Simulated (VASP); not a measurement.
# HfC (WC type) (P-6m2) in VASP: notebook

The runs below take HfC (WC type) through relaxation of cell and atoms, with PBE.

Program: VASP 6.6.1. These are calculated values, not measurements. Logs are shortened: lines on timing, memory, paths and dates and some standing lists are left out, and cuts for length are marked.

**1. The cell of the first run**

It takes space group P-6m2 (No. 187, hexagonal). The conventional cell has a = 3.095 Å, b = 3.095 Å, c = 3.033 Å, α = 90.00°, β = 90.00°, γ = 120.00°. Hf (site symmetry -6m2) has 6 C at 2.34 Å and 8 Hf at 3.03 to 3.09 Å within 3.1 Å. C (site symmetry -6m2) has 6 Hf at 2.34 Å and 8 C at 3.03 to 3.09 Å within 3.1 Å.

**2. Relaxation of cell and atoms, PBE, target pressure 0.032 GPa, at which the enthalpy is minimised**

INCAR

```
  ALGO = Normal
  EDIFF = 1E-7
  EDIFFG = -0.005
  ENCUT = 600
  GGA = PE
  IBRION = 2
  ISIF = 3
  ISMEAR = -1
  LASPH = T
  LCHARG = F
  LREAL = F
  LWAVE = F
  NELM = 60
  NSW = 60
  PREC = Accurate
  PSTRESS = 0.32
  SIGMA = 0.1
```

KPOINTS

```
k-points
0
Gamma
  15 15 13
```

POSCAR

```
HfC
1.0
    3.0947397107      0.0000000000      0.0000000000
   -1.5473698554      2.6801232076      0.0000000000
    0.0000000000      0.0000000000      3.0328449165
Hf C
1 1
Direct
    0.0000000000      0.0000000000      0.0000000000
    0.3333333333      0.6666666667      0.5000000000
```

Potentials or basis: VASP PAW PBE potentials, release 64 (Hf_pv, C).

Run with:

```sh
$ cat potpaw_PBE.64/Hf_pv/POTCAR potpaw_PBE.64/C/POTCAR > POTCAR
$ mpirun -np 1 vasp_std > vasp.out
```

OUTCAR:

```text
EDIFF = 1E-7
   EDIFFG = -0.005
   ENCUT = 600
   GGA = PE
   IBRION = 2
   ISIF = 3
   ISMEAR = -1
   LASPH = T
   LREAL = F
   NELM = 60
   NSW = 60
   PREC = Accurate
   PSTRESS = 0.32

 ion  position               nearest neighbor table
   1  0.000  0.000  0.000-   2 2.34   2 2.34   2 2.34   2 2.34   2 2.34   2 2.34
   2  0.333  0.667  0.500-   1 2.34   1 2.34   1 2.34   1 2.34   1 2.34   1 2.34

  LATTYP: Found a hexagonal cell.
 ALAT       =     3.0947397107
 C/A-ratio  =     0.9800000000

  Lattice vectors:

 A1 = (   3.0947397107,   0.0000000000,   0.0000000000)
 A2 = (  -1.5473698554,   2.6801232076,   0.0000000000)
 A3 = (   0.0000000000,   0.0000000000,   3.0328449165)

Analysis of symmetry for initial positions (statically):
=====================================================================
 Subroutine PRICEL returns:
 Original cell was already a primitive cell.

 Routine SETGRP: Setting up the symmetry group for a
 hexagonal supercell.

 Subroutine GETGRP returns: Found 12 space group operations
 (whereof 12 operations were pure point group operations)
 out of a pool of 24 trial point group operations.

The static configuration has the point symmetry D_3h.

Analysis of symmetry for dynamics (positions and initial velocities):
=====================================================================
 Subroutine PRICEL returns:
 Original cell was already a primitive cell.

 Routine SETGRP: Setting up the symmetry group for a
 hexagonal supercell.

 Subroutine GETGRP returns: Found 12 space group operations
 (whereof 12 operations were pure point group operations)
 out of a pool of 24 trial point group operations.

The dynamic configuration has the point symmetry D_3h.

 Subroutine INISYM returns: Found 12 space group operations
 (whereof 12 operations are pure point group operations),
 and found     1 'primitive' translations

----------------------------------------------------------------------------------------

                                     Primitive cell

  volume of cell :      25.1553

  direct lattice vectors                    reciprocal lattice vectors
     3.094739711  0.000000000  0.000000000     0.323128952  0.186558588  0.000000000
[... 99 lines left out ...]
   EMIN   =  10.00;   EMAX   =-10.00  energy-range for DOS
   EFERMI =   0.00;   METHOD = LEGACY
   ISMEAR =    -1;   SIGMA  =   0.10  broadening in eV -4-tet -1-fermi 0-gaus
   EFERMI_NEDOS =   21; number of points for ismear=-14 and -15
   IALGO  =     38    algorithm
   IMIX   =      4    mixing-type and parameters
     AMIX     =   0.40;   BMIX     =  1.00
     AMIX_MAG =   1.60;   BMIX_MAG =  1.00
  volume/ion in A,a.u.               =      12.58        84.88
  Fermi-wavevector in a.u.,A,eV,Ry     =   1.346608  2.544720 24.672162  1.813353
  Thomas-Fermi vector in A             =   2.474426
   LORBIT       =      0    0 simple, 1 ext, 2 COOP (PROOUT), +10 PAW based schemes
   GGA     = PE    functional components
   LHFCALC =     F    Hartree Fock is set to
   AEXX    =    0.0000 exact exchange contribution
   IVDW    =     0    specifies the selected vdW correction
   LEPSILON=     F    determine dielectric tensor
   LRPA    =     F    only Hartree local field effects (RPA)
 conjugate gradient relaxation of ions
 non-spin polarized calculation
  energy-cutoff  :      600.00
  volume of cell :       25.16
 maximum number of plane-waves:       855
 NGX is ok and might be reduce to    28
   NGX = 13   NGY = 13   NGZ = 13

--------------------------------------- Ionic step        1  -------------------------------------------

 number of electron      14.0000000 magnetization

 Free energy of the ion-electron system (eV)
  ---------------------------------------------------
  ext. energy  EPLUGINS =         0.00000000
  ---------------------------------------------------
  free energy    TOTEN  =       -19.34160365 eV

  energy without entropy =      -19.32364972  energy(sigma->0) =      -19.33262668

------------------------ aborting loop because EDIFF is reached ----------------------------------------

  FORCE on cell =-STRESS in cart. coord.  units (eV):
  Direction    XX          YY          ZZ          XY          YZ          ZX
  --------------------------------------------------------------------------------------
  -------------------------------------------------------------------------------------
  Total        3.0351874      3.0351874     -2.5085363     -0.0000000      0.0000000      0.0000000
  in kB      193.3156479    193.3156479   -159.7724483     -0.0000000      0.0000000      0.0000000
  external PRESSURE =      75.2996158 kB  Pullay stress =       0.3200000 kB
[... 253 lines left out ...]
--------------------------------------- Ionic step        8  -------------------------------------------

 number of electron      14.0000001 magnetization

 Free energy of the ion-electron system (eV)
  ---------------------------------------------------
  ext. energy  EPLUGINS =         0.00000000
  ---------------------------------------------------
  free energy    TOTEN  =       -19.52216181 eV

  energy without entropy =      -19.50967961  energy(sigma->0) =      -19.51592071

 E-fermi :   5.4910     XC(G=0): -11.9993

 val. band max:        5.4652448411   @ k =   0.4000  -0.0000   0.0769
 cond. band min:       5.5424946637   @ k =   0.3333   0.0000   0.0769
 fundamental gap:      0.0772498226
 Fermi energy:         5.4909635734

 k-point     1 :       0.0000    0.0000    0.0000
  band No.  band energies     occupation
      1     -24.2655      2.00000
      2     -24.2655      2.00000
      3     -23.8508      2.00000
      4      -6.3997      2.00000
      5       3.9355      2.00000
      6       3.9355      2.00000
      7       4.3691      1.99997
      8       7.1797      0.00000
      9      10.4043      0.00000
     10      11.7733      0.00000
     11      11.7733      0.00000
[... 309 lines left out ...]
 k-point    24 :       0.4000    0.2000    0.0000
  band No.  band energies     occupation
      1     -24.7923      2.00000
      2     -24.5342      2.00000
      3     -23.7727      2.00000
      4      -3.6176      2.00000
      5       1.0207      2.00000
      6       3.4286      2.00000
      7       5.0739      1.96959
      8       7.0313      0.00000
      9       9.7175      0.00000
     10       9.9850      0.00000
     11      11.3738      0.00000

 [... further k-points ...]

------------------------ aborting loop because EDIFF is reached ----------------------------------------

  FORCE on cell =-STRESS in cart. coord.  units (eV):
  Direction    XX          YY          ZZ          XY          YZ          ZX
  --------------------------------------------------------------------------------------
  -------------------------------------------------------------------------------------
  Total        0.0029275      0.0029275      0.0003774     -0.0000000      0.0000000     -0.0000000
  in kB        0.1782664      0.1782664      0.0229806     -0.0000000      0.0000000     -0.0000000
  external PRESSURE =      -0.1934956 kB  Pullay stress =       0.3200000 kB
[... 21 lines left out ...]
  energy  without entropy=      -19.5096796062  energy(sigma->0) =      -19.51592071

  enthalpy is  TOTEN    =       -19.5169067550 eV   P V=        0.0052550600

 reached required accuracy - stopping structural energy minimisation
```

CONTCAR:

```text
HfC
   1.00000000000000
     3.2325685309798624   -0.0000000000025766    0.0000000000000000
    -1.6162842655443892    2.7994864673417430   -0.0000000000000000
    -0.0000000000000000    0.0000000000000000    2.9074494287696870
  Hf              C
     1     1
Direct
     0.0000000000000000    0.0000000000000000    0.0000000000000000
     0.3333333332999970    0.6666666667000030    0.5000000000000000

  0.00000000E+00  0.00000000E+00  0.00000000E+00
  0.00000000E+00  0.00000000E+00  0.00000000E+00
```

Run time: 6.2 min. Hardware: 1 thread of Intel Xeon 8259CL, shared host; peak memory 0.22 GiB.

What came out:

| Item | Value |
| --- | --- |
| Free energy | -19.5222 eV |
| Relaxed volume | 13.16 Å³/atom |
| Relaxed cell | a = 3.233 Å, b = 3.233 Å, c = 2.907 Å, α = 90.00°, β = 90.00°, γ = 120.00° |
| Space group after relaxing (to 0.1 Å) | P-6m2 (No. 187) |
| Energy change on relaxing (the run minimises the enthalpy) | -90.3 meV/atom |
| Ionic steps | 8 |
| Pressure after relaxing | 0.0 GPa |
| Band gap on the k mesh | zero (bands 7 and 8 overlap by 0.01 eV) |

Step by step:
| step | energy change (eV) | largest force (eV/Å) | pressure (GPa) | volume (Å³) |
| --- | --- | --- | --- | --- |
| 1 | 0.0000 | 0.0000 | 7.56 | 25.16 |
| 2 | -0.1320 | 0.0000 | -5.00 | 27.21 |
| 3 | -0.1798 | 0.0000 | -1.37 | 26.49 |
| 4 | -0.1798 | 0.0000 | -1.23 | 26.46 |
| 5 | -0.1793 | 0.0000 | 1.71 | 26.11 |
| 6 | -0.1806 | 0.0000 | 0.07 | 26.30 |
| 7 | -0.1806 | 0.0000 | 0.04 | 26.31 |
| 8 | -0.1806 | 0.0000 | 0.01 | 26.31 |

Final structure:
```
Hf C
1.0
     3.23257    0.00000    0.00000
    -1.61628    2.79949    0.00000
     0.00000    0.00000    2.90745
Hf C
1 1
Direct
  0.00000 0.00000 0.00000
  0.33333 0.66667 0.50000
```

Levels at points of the mesh, in eV from the Fermi level:
```tsv
k point	band 4	band 5	band 6	band 7	band 8	band 9	band 10	band 11
(0.00, 0.00, 0.00)	-11.89	-1.56	-1.56	-1.12	1.69	4.91	6.28	6.28
```

Caveat: the cell is relaxed towards a set pressure, so the run minimises the enthalpy, not the energy; spin-orbit coupling is left out, which moves the levels of the heavy elements.

[end of part 1 of 2]

The gap in the log of VASP goes by the Fermi energy; the results here count the filled bands.